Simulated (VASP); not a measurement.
SiC:

```xyz
2
Lattice="0.0000 2.1740 2.1740 2.1740 0.0000 2.1740 2.1740 2.1740 0.0000" Properties=species:S:1:pos:R:3 pbc="T T T"
Si    0.0000    0.0000    0.0000
C     3.2610    3.2610    3.2610
```

Base run:

| Item | Value |
| --- | --- |
| Program | VASP 6.6.1 |
| Functional | PBEsol |
| Potentials or basis | VASP PAW PBE potentials, release 64 (Si, C) |
| Cutoff | 520 eV |
| k mesh | 10 × 10 × 10 |
| Occupations | gaussian, width 0.05 eV |
| Spin | no spin polarisation |

Its results: band gap on the k mesh 1.23 eV, indirect (least direct gap 4.45 eV); pressure 1.7 GPa.

Task: After a change of settings the same cell gave: band gap on the k mesh 1.35 eV, indirect (least direct gap 4.55 eV); pressure 4.8 GPa. Which change was it?
A. functional from PBEsol to PBE; dispersion from none to D3(BJ)
B. functional from PBEsol to revPBE; dispersion from none to D3(BJ)
C. further incar settings from ALGO = Normal; EDIFF = 1e-06; NBANDS = 11 to ALGO = Normal; EDIFF = 1e-07; NBANDS = 11; dispersion from none to D3(BJ)
D. functional from PBEsol to PBE

Result: D.

PBE binds less tightly than PBEsol, so the same cell stands under more pressure.

Caveats: the PAW data sets were made with another functional, which shifts forces and pressure a little (some runs).
